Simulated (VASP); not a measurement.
# NaCl (d3) (Fm-3m) in VASP: a series of runs

The runs below take NaCl (d3) through single point, relaxation of cell and atoms, with PBE+D3(BJ).

All numbers are computed with VASP 6.6.1; they aren't measurements. Logs are shortened: lines on timing, memory, paths and dates and some standing lists are left out, and cuts for length are marked.

**1. The cell of the first run**

It takes space group Fm-3m (No. 225, cubic). The conventional cell has a = 5.687 Å, b = 5.687 Å, c = 5.687 Å, α = 90.00°, β = 90.00°, γ = 90.00°. Within 3.7 Å of Na (site symmetry m-3m) lie 6 Cl at 2.84 Å. Within 3.7 Å of Cl (site symmetry m-3m) lie 6 Na at 2.84 Å.

**2. Single point, PBE+D3(BJ)**

Input file INCAR:

```
  ALGO = Normal
  EDIFF = 1E-6
  ENCUT = 500
  GGA = PE
  GGA_COMPAT = F
  ISIF = 2
  ISMEAR = 0
  IVDW = 12
  LASPH = T
  LCHARG = T
  LELF = T
  LREAL = F
  LVHAR = T
  LWAVE = F
  NBANDS = 14
  NELM = 120
  PREC = Accurate
  SIGMA = 0.1
```

Input file KPOINTS:

```
k-points
0
Gamma
  6 6 6
```

Input file POSCAR:

```
NaCl
1.0
    0.0000000000      2.8434500000      2.8434500000
    2.8434500000      0.0000000000      2.8434500000
    2.8434500000      2.8434500000      0.0000000000
Na Cl
1 1
Direct
    0.0000000000      0.0000000000      0.0000000000
    0.5000000000      0.5000000000      0.5000000000
```

Potentials or basis: VASP PAW PBE potentials, release 64 (Na_pv, Cl).

Run with:

```sh
$ cat potpaw_PBE.64/Na_pv/POTCAR potpaw_PBE.64/Cl/POTCAR > POTCAR
$ mpirun -np 1 vasp_std > vasp.out
```

OUTCAR:

```text
EDIFF = 1E-6
   ENCUT = 500
   GGA = PE
   ISIF = 2
   ISMEAR = 0
   IVDW = 12
   LASPH = T
   LREAL = F
   NELM = 120
   PREC = Accurate
 IVDW          = 12

 ion  position               nearest neighbor table
   1  0.000  0.000  0.000-
   2  0.500  0.500  0.500-

  LATTYP: Found a face centered cubic cell.
 ALAT       =     5.6869000000

  Lattice vectors:

 A1 = (   0.0000000000,   2.8434500000,   2.8434500000)
 A2 = (   2.8434500000,   0.0000000000,   2.8434500000)
 A3 = (   2.8434500000,   2.8434500000,   0.0000000000)

Analysis of symmetry for initial positions (statically):
=====================================================================
 Subroutine PRICEL returns:
 Original cell was already a primitive cell.

 Routine SETGRP: Setting up the symmetry group for a
 face centered cubic supercell.

 Subroutine GETGRP returns: Found 48 space group operations
 (whereof 48 operations were pure point group operations)
 out of a pool of 48 trial point group operations.

The static configuration has the point symmetry O_h .

Analysis of symmetry for dynamics (positions and initial velocities):
=====================================================================
 Subroutine PRICEL returns:
 Original cell was already a primitive cell.

 Routine SETGRP: Setting up the symmetry group for a
 face centered cubic supercell.

 Subroutine GETGRP returns: Found 48 space group operations
 (whereof 48 operations were pure point group operations)
 out of a pool of 48 trial point group operations.

The dynamic configuration has the point symmetry O_h .

 Subroutine INISYM returns: Found 48 space group operations
 (whereof 48 operations are pure point group operations),
 and found     1 'primitive' translations

----------------------------------------------------------------------------------------

                                     Primitive cell

  volume of cell :      45.9798

  direct lattice vectors                    reciprocal lattice vectors
     0.000000000  2.843450000  2.843450000    -0.175842726  0.175842726  0.175842726
     2.843450000  0.000000000  2.843450000     0.175842726 -0.175842726  0.175842726
     2.843450000  2.843450000  0.000000000     0.175842726  0.175842726 -0.175842726

  length of vectors
     4.021245554  4.021245554  4.021245554     0.304568536  0.304568536  0.304568536

  position of ions in fractional coordinates (direct lattice)
     0.000000000  0.000000000  0.000000000
     0.500000000  0.500000000  0.500000000

  ion indices of the primitive-cell ions
   primitive index   ion index
                 1           1
                 2           2

----------------------------------------------------------------------------------------

 KPOINTS: k-points

Automatic generation of k-mesh.
 Grid dimensions read from file:
 generate k-points for:    6    6    6

 Generating k-lattice:

  Cartesian coordinates                     Fractional coordinates (reciprocal lattice)
    -0.029307121  0.029307121  0.029307121     0.166666667  0.000000000  0.000000000
     0.029307121 -0.029307121  0.029307121     0.000000000  0.166666667  0.000000000
     0.029307121  0.029307121 -0.029307121     0.000000000  0.000000000  0.166666667

  Length of vectors
     0.050761423  0.050761423  0.050761423

  Shift w.r.t. Gamma in fractional coordinates (k-lattice)
     0.000000000  0.000000000  0.000000000

 Subroutine IBZKPT returns following result:
 ===========================================

 Found     16 irreducible k-points:

 Following reciprocal coordinates:
            Coordinates               Weight
  0.000000  0.000000  0.000000      1.000000
  0.166667  0.000000  0.000000      8.000000
  0.333333  0.000000  0.000000      8.000000
  0.500000  0.000000  0.000000      4.000000
  0.166667  0.166667  0.000000      6.000000
  0.333333  0.166667  0.000000     24.000000
[... 8 lines left out ...]
 -0.333333  0.333333  0.166667     24.000000
 -0.333333  0.500000  0.166667     12.000000
   k-points           NKPTS =     16   k-points in BZ     NKDIM =     16   number of bands    NBANDS=     14
   number of dos      NEDOS =    301   number of ions     NIONS =      2
   total plane-waves  NPLWV =  27000
   dimension x,y,z NGX =    30 NGY =   30 NGZ =   30
   dimension x,y,z NGXF=    60 NGYF=   60 NGZF=   60
   ions per type =               1   1
   NGX,Y,Z   is equivalent  to a cutoff of  12.40, 12.40, 12.40 a.u.
   NGXF,Y,Z  is equivalent  to a cutoff of  24.81, 24.81, 24.81 a.u.
 SYSTEM =  unknown system
   PREC   = accura    normal or accurate (medium, high low for compatibility)
   ISTART =      0    job   : 0-new  1-cont  2-samecut
   ICHARG =      2    charge: 1-file 2-atom 10-const
   ISPIN  =      1    spin polarized calculation?
   LNONCOLLINEAR =      F non collinear calculations
   LSORBIT =      F    spin-orbit coupling
   LASPH  =      T    aspherical Exc in radial PAW
   ENCUT  =  500.0 eV  36.75 Ry    6.06 a.u.   7.33  7.33  7.33*2*pi/ulx,y,z
   NELM   =    120;   NELMIN=  2; NELMDL= -5     # of ELM steps
   EDIFF  = 0.1E-05   stopping-criterion for ELM
   LREAL  =      F    real-space projection
   EDIFFG = 0.1E-04   stopping-criterion for IOM
   NSW    =      0    number of steps for IOM
   IBRION =     -1    ionic relax: 0-MD 1-quasi-New 2-CG
   NFREE  =      0    steps in history (QN), initial steepest desc. (CG)
   ISIF   =      2    stress and relaxation
   ISYM   =      2    0-nonsym 1-usesym 2-fastsym
   POTIM  = 0.5000    time-step for ionic-motion
   TEBEG  =    0.0;   TEEND  =   0.0 temperature during run
   PSTRESS=    0.0 pullay stress
   NELECT =      14.0000    total number of electrons
   NUPDOWN=      -1.0000    fix difference up-down
   EMIN   =  10.00;   EMAX   =-10.00  energy-range for DOS
   EFERMI =   0.00;   METHOD = LEGACY
   ISMEAR =     0;   SIGMA  =   0.10  broadening in eV -4-tet -1-fermi 0-gaus
   EFERMI_NEDOS =   21; number of points for ismear=-14 and -15
   IALGO  =     38    algorithm
   IMIX   =      4    mixing-type and parameters
     AMIX     =   0.40;   BMIX     =  1.00
     AMIX_MAG =   1.60;   BMIX_MAG =  1.00
  volume/ion in A,a.u.               =      22.99       155.14
  Fermi-wavevector in a.u.,A,eV,Ry     =   1.101358  2.081265 16.503729  1.212990
  Thomas-Fermi vector in A             =   2.237784
   LORBIT       =      0    0 simple, 1 ext, 2 COOP (PROOUT), +10 PAW based schemes
   GGA     = PE    functional components
   LHFCALC =     F    Hartree Fock is set to
   AEXX    =    0.0000 exact exchange contribution
   IVDW    =    12    specifies the selected vdW correction
   LEPSILON=     F    determine dielectric tensor
   LRPA    =     F    only Hartree local field effects (RPA)
 non-spin polarized calculation
 Gauss-broadening in eV      SIGMA  =   0.10
  energy-cutoff  :      500.00
  volume of cell :       45.98
 maximum number of plane-waves:      1211
 NGX is ok and might be reduce to    30
   NGX = 15   NGY = 15   NGZ = 15

 number of electron      13.9999991 magnetization

 Free energy of the ion-electron system (eV)
  ---------------------------------------------------
  ext. energy  EPLUGINS =         0.00000000
  ---------------------------------------------------
  free energy    TOTEN  =        -6.77756707 eV

  energy without entropy =       -6.77756707  energy(sigma->0) =       -6.77756707

 E-fermi :  -0.4235     XC(G=0):  -8.0607

 val. band max:       -0.8726108082   @ k =   0.0000   0.0000   0.0000
 cond. band min:       4.1399135886   @ k =   0.0000   0.0000   0.0000
 fundamental gap:      5.0125243968
 Fermi energy:        -0.4235214566

 k-point     1 :       0.0000    0.0000    0.0000
  band No.  band energies     occupation
      1     -21.7407      2.00000
      2     -21.7407      2.00000
      3     -21.7406      2.00000
      4     -13.4770      2.00000
      5      -0.8726      2.00000
      6      -0.8726      2.00000
      7      -0.8726      2.00000
      8       4.1399      0.00000
      9      10.2208      0.00000
     10      10.2208      0.00000
     11      10.2208      0.00000
     12      12.3496      0.00000
     13      12.3496      0.00000
     14      13.9149      0.00000

 k-point     2 :       0.1667    0.0000    0.0000
  band No.  band energies     occupation
      1     -21.7471      2.00000
      2     -21.7411      2.00000
      3     -21.7411      2.00000
      4     -13.4020      2.00000
      5      -1.4499      2.00000
      6      -0.9379      2.00000
      7      -0.9379      2.00000
      8       4.9384      0.00000
      9       9.4223      0.00000
     10      10.4899      0.00000
     11      10.4899      0.00000
     12      12.0131      0.00000
     13      12.0131      0.00000
     14      14.9018      0.00000

 k-point     3 :       0.3333    0.0000    0.0000
  band No.  band energies     occupation
      1     -21.7601      2.00000
      2     -21.7421      2.00000
      3     -21.7421      2.00000
      4     -13.2460      2.00000
      5      -2.3444      2.00000
      6      -1.0627      2.00000
      7      -1.0627      2.00000
      8       6.0916      0.00000
      9       9.0943      0.00000
     10      10.2749      0.00000
     11      10.2749      0.00000
     12      13.0868      0.00000
     13      13.0868      0.00000
     14      14.1699      0.00000
[... 188 lines left out ...]
 k-point    15 :      -0.3333    0.3333    0.1667
  band No.  band energies     occupation
      1     -21.7583      2.00000
      2     -21.7506      2.00000
      3     -21.7461      2.00000
      4     -13.1189      2.00000
      5      -2.2819      2.00000
      6      -1.8119      2.00000
      7      -1.3800      2.00000
      8       7.9723      0.00000
      9       8.1731      0.00000
     10       9.0215      0.00000
     11      10.8841      0.00000
     12      13.2301      0.00000
     13      14.5927      0.00000
     14      15.6455      0.00000

 k-point    16 :      -0.3333    0.5000    0.1667
  band No.  band energies     occupation
      1     -21.7559      2.00000
      2     -21.7506      2.00000
      3     -21.7492      2.00000
      4     -13.1072      2.00000
      5      -2.2478      2.00000
      6      -1.7437      2.00000
      7      -1.5569      2.00000
      8       7.4189      0.00000
      9       8.0025      0.00000
     10       9.5185      0.00000
     11      11.0571      0.00000
     12      14.1143      0.00000
     13      15.1794      0.00000
     14      15.3119      0.00000

------------------------ aborting loop because EDIFF is reached ----------------------------------------

 Edisp (eV)   -0.41799

 E8    (eV) :    -0.1750

  FORCE on cell =-STRESS in cart. coord.  units (eV):
  Direction    XX          YY          ZZ          XY          YZ          ZX
  --------------------------------------------------------------------------------------
  -------------------------------------------------------------------------------------
  Total      -0.41819    -0.41819    -0.41819    -0.00000     0.00000    -0.00000
  in kB     -14.57194   -14.57194   -14.57194    -0.00000     0.00000    -0.00000
  external pressure =      -14.57 kB  Pullay stress =        0.00 kB

 VOLUME and BASIS-vectors are now :
 -----------------------------------------------------------------------------
  energy-cutoff  :      500.00
  volume of cell :       45.98
      direct lattice vectors                 reciprocal lattice vectors
     0.000000000  2.843450000  2.843450000    -0.175842726  0.175842726  0.175842726
     2.843450000  0.000000000  2.843450000     0.175842726 -0.175842726  0.175842726
     2.843450000  2.843450000  0.000000000     0.175842726  0.175842726 -0.175842726

 POSITION                                       TOTAL-FORCE (eV/Angst)
 -----------------------------------------------------------------------------------
      0.00000      0.00000      0.00000         0.000000     -0.000000     -0.000000
      2.84345      2.84345      2.84345        -0.000000      0.000000      0.000000
 -----------------------------------------------------------------------------------
    total drift:                               -0.000000      0.000000      0.000000

  FREE ENERGIE OF THE ION-ELECTRON SYSTEM (eV)
  ---------------------------------------------------
  free  energy   TOTEN  =        -7.1955613912 eV

  energy  without entropy=       -7.1955613912  energy(sigma->0) =       -7.19556139
```

Wall time 10 s (1 thread of Intel Xeon Platinum 8488C (Sapphire Rapids), shared host); peak memory 0.16 GiB.

What came out:

| Property | Result |
| --- | --- |
| Free energy | -7.1956 eV |
| Pressure | -1.5 GPa |
| Band gap on the k mesh | 5.01 eV, direct |
| Dispersion energy per atom | -0.209 eV |

**3. Single point, PBE+D3(BJ)**

This run uses another cell than the first one, of 21.70 Å³/atom, 0.944 times its volume.

Input file INCAR:

```
PREC = Accurate
ENCUT = 500
EDIFF = 1E-6
ISMEAR = 0
SIGMA = 0.02
LREAL = F
LASPH = T
NELM = 120
ALGO = Normal
ISIF = 2
LWAVE = F
LCHARG = T
GGA = PE
IVDW = 12
LELF = T
LVHAR = T
NBANDS = 14
GGA_COMPAT = F
```

Input file KPOINTS:

```
Automatic mesh
0
Gamma
  8 8 8
```

Input file POSCAR:

```
NaCl
1.0
    0.0000000000      2.7892377493      2.7892377493
    2.7892377493      0.0000000000      2.7892377493
    2.7892377493      2.7892377493      0.0000000000
Na Cl
1 1
Direct
    0.0000000000      0.0000000000      0.0000000000
    0.5000000000      0.5000000000      0.5000000000
```

Potentials or basis: VASP PAW PBE potentials, release 64 (Na_pv, Cl).

Run with:

```sh
$ cat potpaw_PBE.64/Na_pv/POTCAR potpaw_PBE.64/Cl/POTCAR > POTCAR
$ mpirun -np 1 vasp_std > vasp.out
```

OUTCAR:

```text
PREC = Accurate
   ENCUT = 500
   EDIFF = 1E-6
   ISMEAR = 0
   LREAL = F
   LASPH = T
   NELM = 120
   ISIF = 2
   GGA = PE
   IVDW = 12
 IVDW          = 12

 ion  position               nearest neighbor table
   1  0.000  0.000  0.000-
   2  0.500  0.500  0.500-

  LATTYP: Found a face centered cubic cell.
 ALAT       =     5.5784754986

  Lattice vectors:

 A1 = (   0.0000000000,   2.7892377493,   2.7892377493)
 A2 = (   2.7892377493,   0.0000000000,   2.7892377493)
 A3 = (   2.7892377493,   2.7892377493,   0.0000000000)

Analysis of symmetry for initial positions (statically):
=====================================================================
 Subroutine PRICEL returns:
 Original cell was already a primitive cell.

 Routine SETGRP: Setting up the symmetry group for a
 face centered cubic supercell.

 Subroutine GETGRP returns: Found 48 space group operations
 (whereof 48 operations were pure point group operations)
 out of a pool of 48 trial point group operations.

The static configuration has the point symmetry O_h .

Analysis of symmetry for dynamics (positions and initial velocities):
[... 177 lines left out ...]
      9      10.6157      0.00000
     10      10.6157      0.00000
     11      10.6157      0.00000
     12      12.8199      0.00000
     13      12.8199      0.00000
     14      14.4813      0.00000
[... 377 lines left out ...]
      1     -21.3215      2.00000
      2     -21.3035      2.00000
      3     -21.2991      2.00000
      4     -12.8667      2.00000
      5      -2.2749      2.00000
      6      -1.3435      2.00000
      7      -0.9740      2.00000
      8       7.8775      0.00000
      9       9.1441      0.00000
     10       9.8633      0.00000
     11      11.3171      0.00000
     12      13.9849      0.00000
     13      15.2941      0.00000
     14      16.2952      0.00000

 [... further k-points ...]

------------------------ aborting loop because EDIFF is reached ----------------------------------------

 Edisp (eV)   -0.44397

 E8    (eV) :    -0.1856

  FORCE on cell =-STRESS in cart. coord.  units (eV):
  Direction    XX          YY          ZZ          XY          YZ          ZX
  --------------------------------------------------------------------------------------
  -------------------------------------------------------------------------------------
  Total      -0.01465    -0.01465    -0.01465     0.00000    -0.00000     0.00000
  in kB      -0.54087    -0.54087    -0.54087     0.00000    -0.00000     0.00000
  external pressure =       -0.54 kB  Pullay stress =        0.00 kB

 VOLUME and BASIS-vectors are now :
 -----------------------------------------------------------------------------
  energy-cutoff  :      500.00
  volume of cell :       43.40
      direct lattice vectors                 reciprocal lattice vectors
     0.000000000  2.789237749  2.789237749    -0.179260445  0.179260445  0.179260445
     2.789237749  0.000000000  2.789237749     0.179260445 -0.179260445  0.179260445
     2.789237749  2.789237749  0.000000000     0.179260445  0.179260445 -0.179260445

 POSITION                                       TOTAL-FORCE (eV/Angst)
 -----------------------------------------------------------------------------------
      0.00000      0.00000      0.00000        -0.000000      0.000000      0.000000
      2.78924      2.78924      2.78924         0.000000     -0.000000     -0.000000
 -----------------------------------------------------------------------------------
    total drift:                               -0.000000      0.000000      0.000000

  FREE ENERGIE OF THE ION-ELECTRON SYSTEM (eV)
  ---------------------------------------------------
  free  energy   TOTEN  =        -7.2072857421 eV

  energy  without entropy=       -7.2072857421  energy(sigma->0) =       -7.20728574
```

stdout:

```text
POSCAR found type information on POSCAR NaCl
 POSCAR found :  2 types and       2 ions
 scaLAPACK will be used
 LDA part: xc-table for (Slater+PW92), standard interpolation
 POSCAR, INCAR and KPOINTS ok, starting setup
 FFT: planning ... GRIDC
 FFT: planning ... GRID_SOFT
 FFT: planning ... GRID
 WAVECAR not read
 entering main loop
```

Run time: 15 s. Hardware: 1 thread of Intel Xeon Platinum 8488C (Sapphire Rapids), shared host; peak memory 0.17 GiB.

Results:

| Quantity | Value |
| --- | --- |
| Free energy | -7.2073 eV |
| Pressure | -0.1 GPa |
| Band gap on the k mesh | 5.24 eV, direct |
| Dispersion energy per atom | -0.222 eV |

Expect the measured gap to be larger: semilocal functionals such as PBE lack the derivative discontinuity.

(Part 1 of 2 ends here.)
